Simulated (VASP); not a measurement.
# BaSr (Cmmm) in VASP: a series of runs, part 2 of 2

VASP 6.6.1. The steps go on from the part before.

## (3) Single point, LDA (strain +0.0750 x Voigt [1, 1, 0, 0, 0, 0])

INCAR

```
SYSTEM = BaSr
PREC     = Accurate       ! precision mode
ENCUT    = 520            ! plane-wave cutoff, eV
EDIFF    = 1E-7           ! SCF threshold, eV
ISMEAR   = 0              ! smearing method
SIGMA    = 0.15           ! smearing width, eV
LREAL    = .FALSE.        ! projectors in reciprocal space
LASPH    = .TRUE.         ! aspherical terms in the spheres
NELM     = 60             ! most SCF steps
ALGO     = Fast           ! electronic algorithm
ISIF     = 2              ! what is computed and relaxed
LWAVE    = .FALSE.        ! write WAVECAR
LCHARG   = .TRUE.         ! write CHGCAR
GGA      = CA             ! functional
LELF     = .TRUE.         ! ELF
LVHAR    = .TRUE.       
NBANDS   = 17             ! bands
```

KPOINTS

```
regular mesh
0
G
  12 12 8
  0 0 0
```

POSCAR

```
BaSr
1.0
    2.6967475478     -3.7256505695      0.0000000000
    2.6967475478      3.7256505695      0.0000000000
    0.0000000000      0.0000000000      6.9208264000
Ba Sr
1 1
Direct
    0.0000000000      0.0000000000      0.0000000000
    0.5000000000      0.5000000000      0.5000000000
```

Potentials or basis: VASP PAW LDA potentials, release 64 (Ba_sv, Sr_sv).

Started as:

```console
cat potpaw_LDA.64/Ba_sv/POTCAR potpaw_LDA.64/Sr_sv/POTCAR > POTCAR
mpirun -np 1 vasp_std > vasp.out
```

OUTCAR:

```text
SYSTEM = BaSr
   PREC = Accurate
   ENCUT = 520
   EDIFF = 1E-7
   ISMEAR = 0
   LREAL = .FALSE.
   LASPH = .TRUE.
   NELM = 60
   ISIF = 2
   GGA = CA

 ion  position               nearest neighbor table
   1  0.000  0.000  0.000-   2 4.39   2 4.39   2 4.39   2 4.39
   2  0.500  0.500  0.500-   1 4.39   1 4.39   1 4.39   1 4.39

  LATTYP: Found a base centered orthorhombic cell.
 ALAT       =     5.3934950956
 B/A-ratio  =     1.3815347946
 C/A-ratio  =     1.2831802528

  Lattice vectors:

 A1 = (   2.6967475478,  -3.7256505695,   0.0000000000)
 A2 = (   2.6967475478,   3.7256505695,   0.0000000000)
 A3 = (   0.0000000000,   0.0000000000,   6.9208264000)

Analysis of symmetry for initial positions (statically):
=====================================================================
 Subroutine PRICEL returns:
 Original cell was already a primitive cell.

 Routine SETGRP: Setting up the symmetry group for a
 base centered orthorhombic supercell.

 Subroutine GETGRP returns: Found  8 space group operations
 (whereof  8 operations were pure point group operations)
 out of a pool of  8 trial point group operations.

The static configuration has the point symmetry D_2h.

Analysis of symmetry for dynamics (positions and initial velocities):
=====================================================================
 Subroutine PRICEL returns:
 Original cell was already a primitive cell.

 Routine SETGRP: Setting up the symmetry group for a
 base centered orthorhombic supercell.

 Subroutine GETGRP returns: Found  8 space group operations
 (whereof  8 operations were pure point group operations)
 out of a pool of  8 trial point group operations.

The dynamic configuration has the point symmetry D_2h.

 Subroutine INISYM returns: Found  8 space group operations
 (whereof  8 operations are pure point group operations),
 and found     1 'primitive' translations

[... 111 lines left out ...]
   IALGO  =     68    algorithm
   IMIX   =      4    mixing-type and parameters
     AMIX     =   0.40;   BMIX     =  1.00
     AMIX_MAG =   1.60;   BMIX_MAG =  1.00
  volume/ion in A,a.u.               =      69.53       469.24
  Fermi-wavevector in a.u.,A,eV,Ry     =   0.857712  1.620840 10.009391  0.735669
  Thomas-Fermi vector in A             =   1.974807
   LORBIT       =      0    0 simple, 1 ext, 2 COOP (PROOUT), +10 PAW based schemes
   GGA     = CA    functional components
   LHFCALC =     F    Hartree Fock is set to
   AEXX    =    0.0000 exact exchange contribution
   IVDW    =     0    specifies the selected vdW correction
   LEPSILON=     F    determine dielectric tensor
   LRPA    =     F    only Hartree local field effects (RPA)
 non-spin polarized calculation
 RMM-DIIS sequential band-by-band and
 Gauss-broadening in eV      SIGMA  =   0.15
  energy-cutoff  :      520.00
  volume of cell :      139.07
 maximum number of plane-waves:      3771
 NGX is ok and might be reduce to    36
   NGX = 17   NGY = 17   NGZ = 25

 number of electron      19.9999999 magnetization

 Free energy of the ion-electron system (eV)
  ---------------------------------------------------
  ext. energy  EPLUGINS =         0.00000000
  ---------------------------------------------------
  free energy    TOTEN  =        -3.82164073 eV

  energy without entropy =       -3.79450047  energy(sigma->0) =       -3.80807060

 E-fermi :   0.9402     XC(G=0):  -7.0804

 val. band max:        0.9384481398   @ k =  -0.4167   0.3333   0.0000
 cond. band min:       0.9520714354   @ k =   0.4167   0.3333   0.2500
 fundamental gap:      0.0136232956
 Fermi energy:         0.9401947317

 k-point     1 :       0.0000    0.0000    0.0000
  band No.  band energies     occupation
      1     -35.9061      2.00000
      2     -28.1731      2.00000
      3     -17.9664      2.00000
      4     -17.9486      2.00000
      5     -17.9152      2.00000
      6     -13.3625      2.00000
[... 457 lines left out ...]
      4     -17.9603      2.00000
      5     -17.9393      2.00000
      6     -13.4120      2.00000
[... 9 lines left out ...]
     16       3.8019      0.00000
     17       4.1403      0.00000

 [... further k-points ...]

------------------------ aborting loop because EDIFF is reached ----------------------------------------

  FORCE on cell =-STRESS in cart. coord.  units (eV):
  Direction    XX          YY          ZZ          XY          YZ          ZX
  --------------------------------------------------------------------------------------
  -------------------------------------------------------------------------------------
  Total       -1.9047408     -2.3957837     -1.5366976     -0.0000000      0.0000000      0.0000000
  in kB      -21.9440160    -27.6011912    -17.7038869     -0.0000000      0.0000000      0.0000000
  external PRESSURE =     -22.4163647 kB  Pullay stress =       0.0000000 kB

 VOLUME and BASIS-vectors are now :
 -----------------------------------------------------------------------------
  energy-cutoff  :      520.00
  volume of cell :      139.07
      direct lattice vectors                 reciprocal lattice vectors
     2.696747548 -3.725650569  0.000000000     0.185408531 -0.134204749  0.000000000
     2.696747548  3.725650569  0.000000000     0.185408531  0.134204749  0.000000000
     0.000000000  0.000000000  6.920826400     0.000000000  0.000000000  0.144491415

 POSITION                                       TOTAL-FORCE (eV/Angst)
 -----------------------------------------------------------------------------------
      0.00000      0.00000      0.00000        -0.000000      0.000000      0.000000
      2.69675      0.00000      3.46041         0.000000     -0.000000      0.000000
 -----------------------------------------------------------------------------------
    total drift:                                0.000000      0.000000      0.000000

  FREE ENERGIE OF THE ION-ELECTRON SYSTEM (eV)
  ---------------------------------------------------
  free  energy   TOTEN  =        -3.8216407304 eV

  energy  without entropy=       -3.7945004684  energy(sigma->0) =       -3.80807060
```

OSZICAR:

```text
N       E                     dE             d eps       ncg     rms          rms(c)
DAV:   1     0.122836156003E+03    0.12284E+03   -0.84604E+03  7310   0.960E+02
DAV:   2     0.564061008568E+01   -0.11720E+03   -0.11480E+03  9909   0.206E+02
DAV:   3    -0.340002691963E+01   -0.90406E+01   -0.89980E+01 11464   0.499E+01
[... 32 lines left out ...]
RMM:  36    -0.382164046346E+01   -0.12352E-07   -0.15410E-06  8419   0.276E-03    0.370E-03
RMM:  37    -0.382164051344E+01   -0.49975E-07   -0.16148E-06  8324   0.255E-03    0.279E-03
RMM:  38    -0.382164056614E+01   -0.52706E-07   -0.11098E-06  7343   0.217E-03    0.222E-03
RMM:  39    -0.382164065930E+01   -0.93159E-07   -0.11142E-06  6674   0.183E-03    0.210E-03
RMM:  40    -0.382164073038E+01   -0.71077E-07   -0.78318E-07  5644   0.157E-03
   1 F= -.38216407E+01 E0= -.38080706E+01  d E =-.271403E-01
```

stdout:

```text
POSCAR found type information on POSCAR BaSr
 POSCAR found :  2 types and       2 ions
 scaLAPACK will be used
 LDA part: xc-table for (Slater(with rela. corr.)+CA(PZ))
 , standard interpolation
 POSCAR, INCAR and KPOINTS ok, starting setup
[... 59 lines left out ...]
 num prob WARNING in EDDRMM: call to ZHEGV failed, returncode =   6  3     16
 num prob  num prob  num prob  num prob RMM:  36    -0.382164046346E+01   -0.12352E-07   -0.15410E-06  8419   0.276E-03    0.370E-03
WARNING in EDDRMM: call to ZHEGV failed, returncode =   6  3     14
 num prob  num prob  num prob  num prob  num prob  num prob  num prob  num prob  num prob  num prob  num prob  num prob  num prob  num prob WARNING in EDDRMM: call to ZHEGV failed, returncode =   6  3      9
WARNING in EDDRMM: call to ZHEGV failed, returncode =   6  3      9
 num prob  num prob  num prob  num prob RMM:  37    -0.382164051344E+01   -0.49975E-07   -0.16148E-06  8324   0.255E-03    0.279E-03
 num prob  num prob WARNIN
```

It took 42 min on 1 thread of Intel Xeon 8259CL, shared host; peak memory 0.65 GiB.

What came out:

| Property | Result |
| --- | --- |
| Free energy | -3.8216 eV |
| Pressure | -2.2 GPa |
| Band gap on the k mesh | zero (bands 10 and 11 overlap by 0.42 eV) |

Stress tensor (GPa, compression positive):
```
-2.19  0.00  0.00
 0.00 -2.76  0.00
 0.00  0.00 -1.77
```

Caveat: the cell differs from its parent crystal (strain +0.0750 x Voigt [1, 1, 0, 0, 0, 0]); spin-orbit coupling is left out, which moves the levels of the heavy elements.
